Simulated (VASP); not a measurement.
**Si: single point with HSE06**

The system is Si.

```
Si
1.0
    -0.04083    2.72212    2.72212
     2.72212   -0.04083    2.72212
     2.68129    2.68129    0.00000
Si
2
Direct
  0.99812 0.99812 0.00188
  0.25188 0.25188 0.24812
```

This cell differs from its parent crystal: shear xy strain -3.0%.

| Quantity | Value |
| --- | --- |
| Program | VASP 6.6.1 |
| Task | single point |
| Functional | HSE06 |
| Potentials or basis | VASP PAW PBE potentials, release 64 (Si) |
| Cutoff | 520 eV |
| k mesh | 6 × 6 × 6 |
| Occupations | gaussian, width 0.01 eV |
| Spin | no spin polarisation |
| Dipole correction | no |
| Grid for exact exchange (PRECFOCK) | Normal |
| Further INCAR settings | ALGO = Normal; EDIFF = 1e-06; NBANDS = 11 |
| Share of exact exchange | 0.25 |
| Screening parameter | 0.2079 1/Å |

```yaml
Pressure: -0.5 GPa
Largest_force: 0.004 eV/Å
Band_gap_on_the_k_mesh: 0.94 eV (least direct gap 3.00 eV)
```

Forces in eV/Å, atoms in the order of the input:
```
Si   0.000  0.000  0.004
Si   0.000  0.000 -0.004
```

Stress tensor (GPa, compression positive):
```
-0.49  2.46  0.00
 2.46 -0.49  0.00
 0.00  0.00 -0.55
```

Levels at points of the mesh, in eV from the valence-band top:
| k point | band 1 | band 2 | band 3 | band 4 | band 5 | band 6 | band 7 | band 8 |
| --- | --- | --- | --- | --- | --- | --- | --- | --- |
| (0.00, 0.00, 0.00) | -13.38 | -0.28 | -0.15 | 0.00 | 3.00 | 3.07 | 3.36 | 4.20 |
| (0.50, 0.00, 0.00) | -10.89 | -7.84 | -1.41 | -1.31 | 2.23 | 4.00 | 4.15 | 8.58 |
| (0.50, 0.50, 0.00) | -8.86 | -8.72 | -3.45 | -3.05 | 0.94 | 1.39 | 11.18 | 11.39 |
| (0.00, 0.00, 0.50) | -10.72 | -7.80 | -1.57 | -1.49 | 1.90 | 3.86 | 4.00 | 8.35 |
| (0.50, 0.00, 0.50) | -8.78 | -8.78 | -3.26 | -3.26 | 1.16 | 1.16 | 11.22 | 11.22 |

It took 59 min on 1 thread of Intel Xeon 8259CL, on a shared host, peak memory 0.28 GiB.

Caveat: the cell differs from its parent crystal (shear xy strain -3.0%); the PAW data sets were made with another functional, which shifts forces and pressure a little. A k mesh can miss the band edges.
